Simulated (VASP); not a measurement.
# Ba2MgC6N6O6 (R-3) in VASP: single point with PBE

Aim: the single point of Ba2MgC6N6O6 with PBE.

Everything below comes from runs of VASP 6.6.1. Logs are shortened: lines on timing, memory, paths and dates and some standing lists are left out, and cuts for length are marked.

### 1 The cell of the first run

Symmetry: R-3, No. 148, trigonal system. Conventional cell: a = 6.979 Å, b = 6.979 Å, c = 16.976 Å, α = 90.00°, β = 90.00°, γ = 120.00°. Ba (site symmetry 3) has 6 N at 2.81 to 3.58 Å and 6 O at 2.86 to 2.91 Å and 9 C at 3.31 to 3.63 Å and 1 Mg at 3.66 Å within 3.7 Å. Within 2.8 Å of Mg (site symmetry -3) lie 6 O at 2.12 Å. Within 1.7 Å of C (site symmetry 1) lie 1 O at 1.30 Å and 2 N at 1.35 to 1.36 Å. N (site symmetry 1) has 2 C at 1.35 to 1.36 Å within 1.8 Å. O (site symmetry 1) has 1 C at 1.30 Å within 1.7 Å.

### 2 Single point, PBE

File INCAR:

```
SYSTEM = Ba2MgC6N6O6
ALGO = Normal ; EDIFF = 1E-6
ENCUT = 520 ; GGA = PE
ISIF = 2 ; ISMEAR = -1
LASPH = .TRUE. ; LCHARG = .FALSE.
LREAL = Auto ; LWAVE = .FALSE.
NBANDS = 72 ; NELM = 80
PREC = Accurate ; SIGMA = 0.02
```

File KPOINTS:

```
k-points
0
G
  4 4 4
  0 0 0
```

File POSCAR:

```
Ba2MgC6N6O6
1.0
    3.4897000000      2.0147792344      5.6587000000
   -3.4897000000      2.0147792344      5.6587000000
    0.0000000000     -4.0295584688      5.6587000000
Ba Mg C N O
2 1 6 6 6
Direct
    0.7843418188      0.7843418188      0.7843418188
    0.2156581812      0.2156581812      0.2156581812
    0.0000000000      0.0000000000      0.0000000000
    0.2554994375      0.6232171054      0.3529534910
    0.3529534910      0.2554994375      0.6232171054
    0.6232171054      0.3529534910      0.2554994375
    0.7445005625      0.3767828946      0.6470465090
    0.6470465090      0.7445005625      0.3767828946
    0.3767828946      0.6470465090      0.7445005625
    0.1904593229      0.4690977237      0.5712865257
    0.5712865257      0.1904593229      0.4690977237
    0.4690977237      0.5712865257      0.1904593229
    0.8095406771      0.5309022763      0.4287134743
    0.4287134743      0.8095406771      0.5309022763
    0.5309022763      0.4287134743      0.8095406771
    0.1015824290      0.8304997060      0.3029921248
    0.3029921248      0.1015824290      0.8304997060
    0.8304997060      0.3029921248      0.1015824290
    0.8984175710      0.1695002940      0.6970078752
    0.6970078752      0.8984175710      0.1695002940
    0.1695002940      0.6970078752      0.8984175710
```

Potentials or basis: VASP PAW PBE potentials, release 64 (Ba_sv, Mg, C, N, O).

Command:

```console
$ cat potpaw_PBE.64/Ba_sv/POTCAR potpaw_PBE.64/Mg/POTCAR potpaw_PBE.64/C/POTCAR potpaw_PBE.64/N/POTCAR potpaw_PBE.64/O/POTCAR > POTCAR
$ mpirun -np 1 vasp_std > vasp.out
```

OUTCAR:

```text
SYSTEM = Ba2MgC6N6O6
   EDIFF = 1E-6
   ENCUT = 520
   GGA = PE
   ISIF = 2
   ISMEAR = -1
   LASPH = .TRUE.
   LREAL = Auto
   NELM = 80
   PREC = Accurate

 ion  position               nearest neighbor table
   1  0.784  0.784  0.784-  10 2.81  11 2.81  12 2.81  21 2.86  19 2.86  20 2.86  17 2.91  18 2.91
                            16 2.91   5 3.31   4 3.31   6 3.31   3 3.66   2 4.36   2 4.36   2 4.36
   2  0.216  0.216  0.216-  13 2.81  14 2.81  15 2.81  18 2.86  16 2.86  17 2.86  20 2.91  21 2.91
                            19 2.91   8 3.31   7 3.31   9 3.31   3 3.66   1 4.36   1 4.36   1 4.36
   3  0.000  0.000  0.000-  18 2.12  21 2.12  19 2.12  16 2.12  20 2.12  17 2.12   1 3.66   2 3.66

   4  0.255  0.623  0.353-  16 1.30  12 1.35  10 1.36   1 3.31
   5  0.353  0.255  0.623-  17 1.30  10 1.35  11 1.36   1 3.31
   6  0.623  0.353  0.255-  18 1.30  11 1.35  12 1.36   1 3.31
   7  0.745  0.377  0.647-  19 1.30  15 1.35  13 1.36   2 3.31
   8  0.647  0.745  0.377-  20 1.30  13 1.35  14 1.36   2 3.31
   9  0.377  0.647  0.745-  21 1.30  14 1.35  15 1.36   2 3.31
  10  0.190  0.469  0.571-   5 1.35   4 1.36   1 2.81
  11  0.571  0.190  0.469-   6 1.35   5 1.36   1 2.81
  12  0.469  0.571  0.190-   4 1.35   6 1.36   1 2.81
  13  0.810  0.531  0.429-   8 1.35   7 1.36   2 2.81
  14  0.429  0.810  0.531-   9 1.35   8 1.36   2 2.81
  15  0.531  0.429  0.810-   7 1.35   9 1.36   2 2.81
  16  0.102  0.830  0.303-   4 1.30   3 2.12   2 2.86   1 2.91
  17  0.303  0.102  0.830-   5 1.30   3 2.12   2 2.86   1 2.91
  18  0.830  0.303  0.102-   6 1.30   3 2.12   2 2.86   1 2.91
  19  0.898  0.170  0.697-   7 1.30   3 2.12   1 2.86   2 2.91
  20  0.697  0.898  0.170-   8 1.30   3 2.12   1 2.86   2 2.91
  21  0.170  0.697  0.898-   9 1.30   3 2.12   1 2.86   2 2.91

  LATTYP: Found a trigonal (rhomboedric) cell.
 ALAT       =     6.9468141722
 COS(alpha) =     0.4952982399

  Lattice vectors:

 A1 = (   3.4897000000,   2.0147792344,   5.6587000000)
 A2 = (  -3.4897000000,   2.0147792344,   5.6587000000)
 A3 = (   0.0000000000,  -4.0295584688,   5.6587000000)

Analysis of symmetry for initial positions (statically):
=====================================================================
 Subroutine PRICEL returns:
 Original cell was already a primitive cell.

 Routine SETGRP: Setting up the symmetry group for a
 trigonal (rhombohedral) supercell.

 Subroutine GETGRP returns: Found  6 space group operations
 (whereof  6 operations were pure point group operations)
 out of a pool of 12 trial point group operations.

The static configuration has the point symmetry S_6 .

[... 145 lines left out ...]
   ISIF   =      2    stress and relaxation
   ISYM   =      2    0-nonsym 1-usesym 2-fastsym
   POTIM  = 0.5000    time-step for ionic-motion
   TEBEG  =    0.0;   TEEND  =   0.0 temperature during run
   PSTRESS=    0.0 pullay stress
   NELECT =     112.0000    total number of electrons
   NUPDOWN=      -1.0000    fix difference up-down
   EMIN   =  10.00;   EMAX   =-10.00  energy-range for DOS
   EFERMI =   0.00;   METHOD = LEGACY
   ISMEAR =    -1;   SIGMA  =   0.02  broadening in eV -4-tet -1-fermi 0-gaus
   EFERMI_NEDOS =   21; number of points for ismear=-14 and -15
   IALGO  =     38    algorithm
   IMIX   =      4    mixing-type and parameters
     AMIX     =   0.40;   BMIX     =  1.00
     AMIX_MAG =   1.60;   BMIX_MAG =  1.00
  volume/ion in A,a.u.               =      11.37        76.71
  Fermi-wavevector in a.u.,A,eV,Ry     =   1.272095  2.403912 22.017311  1.618227
  Thomas-Fermi vector in A             =   2.404993
   LORBIT       =      0    0 simple, 1 ext, 2 COOP (PROOUT), +10 PAW based schemes
   GGA     = PE    functional components
   LHFCALC =     F    Hartree Fock is set to
   AEXX    =    0.0000 exact exchange contribution
   IVDW    =     0    specifies the selected vdW correction
   LEPSILON=     F    determine dielectric tensor
   LRPA    =     F    only Hartree local field effects (RPA)
 non-spin polarized calculation
  energy-cutoff  :      520.00
  volume of cell :      238.72
 maximum number of plane-waves:      6437
 NGX is ok and might be reduce to    54
   NGX = 25   NGY = 25   NGZ = 25

 number of electron     112.0000005 magnetization

 Free energy of the ion-electron system (eV)
  ---------------------------------------------------
  ext. energy  EPLUGINS =         0.00000000
  ---------------------------------------------------
  free energy    TOTEN  =      -165.39728469 eV

  energy without entropy =     -165.39728469  energy(sigma->0) =     -165.39728469

 E-fermi :   2.2388     XC(G=0): -10.0795

 val. band max:        1.7315340679   @ k =   0.5000   0.5000   0.0000
 cond. band min:       5.9699456759   @ k =   0.5000   0.5000   0.0000
 fundamental gap:      4.2384116080
 Fermi energy:         2.2387892188

 k-point     1 :       0.0000    0.0000    0.0000
  band No.  band energies     occupation
      1     -23.1395      2.00000
      2     -23.0807      2.00000
      3     -19.0963      2.00000
      4     -18.8688      2.00000
      5     -18.1328      2.00000
      6     -18.1328      2.00000
[... 983 lines left out ...]
     67       9.8251      0.00000
     68      10.0802      0.00000
 [bands above 68 left out]

------------------------ aborting loop because EDIFF is reached ----------------------------------------

  FORCE on cell =-STRESS in cart. coord.  units (eV):
  Direction    XX          YY          ZZ          XY          YZ          ZX
  --------------------------------------------------------------------------------------
  -------------------------------------------------------------------------------------
  Total        5.9859734      5.9859734      3.7979325      0.0000000      0.0000000      0.0000000
  in kB       40.1755551     40.1755551     25.4902648      0.0000002      0.0000000      0.0000000
  external PRESSURE =      35.2804583 kB  Pullay stress =       0.0000000 kB

 VOLUME and BASIS-vectors are now :
 -----------------------------------------------------------------------------
  energy-cutoff  :      520.00
  volume of cell :      238.72
      direct lattice vectors                 reciprocal lattice vectors
     3.489700000  2.014779234  5.658700000     0.143278792  0.082722049  0.058906345
    -3.489700000  2.014779234  5.658700000    -0.143278792  0.082722049  0.058906345
     0.000000000 -4.029558469  5.658700000     0.000000000 -0.165444098  0.058906345

 POSITION                                       TOTAL-FORCE (eV/Angst)
 -----------------------------------------------------------------------------------
      0.00000      0.00000     13.31507         0.000000      0.000000      0.005485
      0.00000      0.00000      3.66103         0.000000      0.000000     -0.005485
      0.00000      0.00000      0.00000         0.000000      0.000000     -0.000000
     -1.28322      0.34817      6.96965         0.153559     -0.034269     -0.004006
      0.34009     -1.28539      6.96965        -0.047101      0.150121     -0.004006
      0.94314      0.93722      6.96965        -0.106458     -0.115851     -0.004006
[... 13 lines left out ...]
     -0.70286      2.53142      9.98719        -0.048350      0.246160      0.044902
     -1.84084     -1.87440      9.98719        -0.189006     -0.164952      0.044902
 -----------------------------------------------------------------------------------
    total drift:                               -0.000000      0.000000      0.000000

  FREE ENERGIE OF THE ION-ELECTRON SYSTEM (eV)
  ---------------------------------------------------
  free  energy   TOTEN  =      -165.3972846858 eV

  energy  without entropy=     -165.3972846858  energy(sigma->0) =     -165.39728469
```

Wall time 16 min (1 thread of Oxide Virtual Turin-like, shared host); peak memory 0.47 GiB.

What came out:

```
Free energy            : -165.3973 eV
Pressure               : 3.5 GPa
Largest force          : 0.255 eV/Å
Band gap on the k mesh : 4.24 eV
```

Forces on the atoms (eV/Å):
```
Ba   0.000  0.000  0.005
Ba   0.000  0.000 -0.005
Mg   0.000  0.000  0.000
C    0.154 -0.034 -0.004
C   -0.047  0.150 -0.004
C   -0.106 -0.116 -0.004
C   -0.154  0.034  0.004
C    0.047 -0.150  0.004
C    0.106  0.116  0.004
N    0.003  0.001 -0.015
N   -0.002  0.002 -0.015
N   -0.001 -0.003 -0.015
N   -0.003 -0.001  0.015
N    0.002 -0.002  0.015
N    0.001  0.003  0.015
O   -0.237  0.081 -0.045
O    0.048 -0.246 -0.045
O    0.189  0.165 -0.045
O    0.237 -0.081  0.045
O   -0.048  0.246  0.045
O   -0.189 -0.165  0.045
```

Caveat: the cell stands under pressure; spin-orbit coupling is left out, which moves the levels of the heavy elements.
